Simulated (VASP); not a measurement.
A run of VASP 6.6.1:

INCAR

```
SYSTEM = Hf3WO9
ALGO     = Normal         ! electronic algorithm
EDIFF    = 1E-6           ! SCF threshold, eV
ENCUT    = 520            ! plane-wave cutoff, eV
GGA      = PE             ! functional
ISIF     = 2              ! what is computed and relaxed
ISMEAR   = -1             ! smearing method
ISYM     = 0            
LASPH    = .True.         ! aspherical terms in the spheres
LCHARG   = .False.        ! write CHGCAR
LREAL    = Auto         
LWAVE    = .False.        ! write WAVECAR
NBANDS   = 117            ! bands
NELM     = 80             ! most SCF steps
PREC     = Accurate       ! precision mode
SIGMA    = 0.05           ! smearing width, eV
```

KPOINTS

```
k-points
0
Gamma
  1 1 1
  0 0 0
```

The input POSCAR:

```
Hf3WO9
1.0
    7.0354530000      0.0129440000     -0.0287230000
    0.0129440000      7.0792940000     -0.1266340000
   -0.0287230000     -0.1266340000      7.1702520000
W O Hf
2 18 6
Direct
    0.2100497304      0.1234796393      0.0463505298
    0.5216999555      0.7983188489      0.6333585064
    0.6968121820      0.2466126219      0.2679911500
    0.7958115684      0.3483157603      0.8778499994
    0.0298922980      0.6303399771     -0.0156676405
    0.7012751977      0.7586208043      0.8195272515
    0.0739162944      0.1044724684      0.8469138692
    0.4452469059      0.2354442048      0.9819402537
    0.3434282077      0.9153172884      0.0982794716
    1.0058874923      0.8074607572      0.5479910737
    0.2134559194      0.3931586618      0.1856746943
    0.6638513700      0.0100929754      0.5826952688
    0.3385522994      0.9560884640      0.7198899766
    0.0518053721      0.0837612673      0.2498160497
    0.9761187273      0.3383710631      0.5727223171
    0.4017937802      0.7085249147      0.4217666362
    0.3524838831      0.2531739153      0.5469789374
    0.6549208799      0.4970708496      0.5708023041
    0.6202027920      0.5669563759      0.1628059988
    0.3649357120      0.5841966125      0.7799982765
    0.5682833752      0.2455080784      0.7367904885
    0.3062374434      0.6333679747      0.0397052960
    0.8642043851      0.4150695208      0.1418373380
    0.0886588078      0.0833536032      0.5368800074
    0.4867002435      0.4095145788      0.3512322803
    0.9193624037      0.5926187431      0.7074761847
```

Potentials or basis: VASP PAW PBE potentials, release 64 (W_sv, O, Hf_pv).

Launch:

```bash
$ cat potpaw_PBE.64/W_sv/POTCAR potpaw_PBE.64/O/POTCAR potpaw_PBE.64/Hf_pv/POTCAR > POTCAR
$ mpirun -np 1 vasp_gam > vasp.out
```

Hardware: 1 thread of AMD EPYC 7R13 Processor (Zen 3) (shared host).

**Question.** How long does it take, and how much memory?

**Answer.** Run time: 64 s on 1 thread of AMD EPYC 7R13 Processor (Zen 3), on a shared host, peak memory 0.35 GiB. Counts: scf iterations 18, k points 1.
